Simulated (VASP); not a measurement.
Hf: single point with PBE+D3(BJ)

Crystal: Hf.

```
Hf
1.0
     3.16869    0.00000    0.00000
    -1.58434    2.74416    0.00000
     0.00000    0.00000    5.03153
Hf
2
Cartesian
  0.0000 1.8294 1.2579
  1.5843 0.9147 3.7736
```

| Property | Result |
| --- | --- |
| Program | VASP 6.6.1 |
| Task | single point |
| Functional | PBE |
| Dispersion | D3(BJ) |
| Potentials or basis | VASP PAW PBE potentials, release 64 (Hf_pv) |
| Cutoff | 500 eV |
| k mesh | 13 × 13 × 7 |
| Occupations | fermi-dirac, width 0.15 eV |
| Spin | no spin polarisation |
| Dipole correction | no |
| Further INCAR settings | ALGO = Normal; EDIFF = 1e-06; NBANDS = 17 |

```
Pressure                   : -0.4 GPa
Band gap on the k mesh     : zero (bands 10 and 11 overlap by 1.58 eV)
Dispersion energy per atom : -0.461 eV
```

Stress tensor (GPa, compression positive):
```
-0.41  0.00  0.00
 0.00 -0.41  0.00
 0.00  0.00 -0.50
```

Levels at points of the mesh, in eV from the Fermi level:
| k point | band 7 | band 8 | band 9 | band 10 | band 11 | band 12 | band 13 | band 14 |
| --- | --- | --- | --- | --- | --- | --- | --- | --- |
| (0.00, 0.00, 0.00) | -7.42 | -3.75 | 0.74 | 1.24 | 1.24 | 1.48 | 2.07 | 2.07 |

Run time: 17 s on 1 thread of Intel(R) Xeon(R) 6975P-C (Granite Rapids) (shared host), peak memory 0.2 GiB.

Caveat: spin-orbit coupling is left out, which moves the levels of the heavy elements.
